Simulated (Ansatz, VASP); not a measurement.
## BN: VASP beside Ansatz

File POSCAR:

```
BN
1.0
    0.0000000000      1.8130010000      1.8130010000
    1.8130010000      0.0000000000      1.8130010000
    1.8130010000      1.8130010000      0.0000000000
B N
1 1
Direct
    0.0000000000      0.0000000000      0.0000000000
    0.7844732297      0.7155267703      0.7844732297
```

The input INCAR.step1:

```
SYSTEM = BN
  PREC = Accurate
  ENCUT = 520
  ISMEAR = 0
  SIGMA = 0.05
  LREAL = .FALSE.
  LASPH = .TRUE.
  NELM = 100
  NBANDS = 11
  GGA = PE
  ALGO = Normal
  EDIFF = 1E-4
  LWAVE = .TRUE.
  LCHARG = .FALSE.
```

File INCAR.step2:

```
SYSTEM = BN
  PREC = Accurate
  ENCUT = 520
  EDIFF = 1E-7
  ISMEAR = 0
  SIGMA = 0.05
  LREAL = .FALSE.
  LASPH = .TRUE.
  NELM = 100
  ALGO = Normal
  ISIF = 2
  LWAVE = .FALSE.
  LCHARG = .FALSE.
  METAGGA = R2SCAN
  LMIXTAU = .TRUE.
  NBANDS = 11
  ISTART = 1
```

Contents of KPOINTS:

```
Automatic mesh
0
G
  12 12 12
  0 0 0
```

Input for Ansatz:

```yaml
crystal:
  lattice:
    - [0.0, 1.813001, 1.813001]
    - [1.813001, 0.0, 1.813001]
    - [1.813001, 1.813001, 0.0]
  atoms:
    - { symbol: B, position: [0.0, 0.0, 0.0] }
    - { symbol: "N", position: [0.7844732297, 0.7155267703, 0.7844732297] }
basis:
  ecutwfc: 500
kpoints:
  mp_grid: { grid: [12, 12, 12] }
hamiltonian:
  xc: r2scan
scf:
  occupations: { method: gaussian, width: 0.05 }
output:
  forces: true
  stress: true
  eigenvalues: true
```

Change from the starting cell: all N atoms moved +0.125 Å, as atom 2 along Cartesian [0 1 0].

Alike in both runs: task single point; functional r2SCAN; k mesh 12 × 12 × 12; occupations gaussian, width 0.05 eV; no spin polarisation.

|  | VASP | Ansatz |
| --- | --- | --- |
| version | VASP 6.6.1 | Ansatz 0.2.0 |
| potentials or method | VASP PAW PBE potentials, release 64 (B, N), cutoff 520 eV | scalar-relativistic, plane waves, PAW |
| valence electrons in the cell | 8 | 8 |

Ansatz gave:

| Quantity | Value |
| --- | --- |
| gap on the k mesh at the Fermi level (eV) | 3.85 |
| least direct gap on the mesh (eV) | 8.00 |
| pressure (GPa) | -0.7 |
| traceless stress, the component that is largest in VASP (GPa) | -1.07 |
| rms of the force components (eV/Å) | 1.650 |

Problem. Which values does VASP return?

Solution. gap on the k mesh at the Fermi level (eV): 3.84; least direct gap on the mesh (eV): 7.99; pressure (GPa): 0.3; traceless stress, the component that is largest in VASP (GPa): -1.15; rms of the force components (eV/Å): 1.652.

VASP's potentials were made for PBE, not for r2SCAN. Atom by atom the forces differ by 0.003 eV/Å (rms over components). With one functional, cell and mesh, what is left measures potentials, basis and numerics.
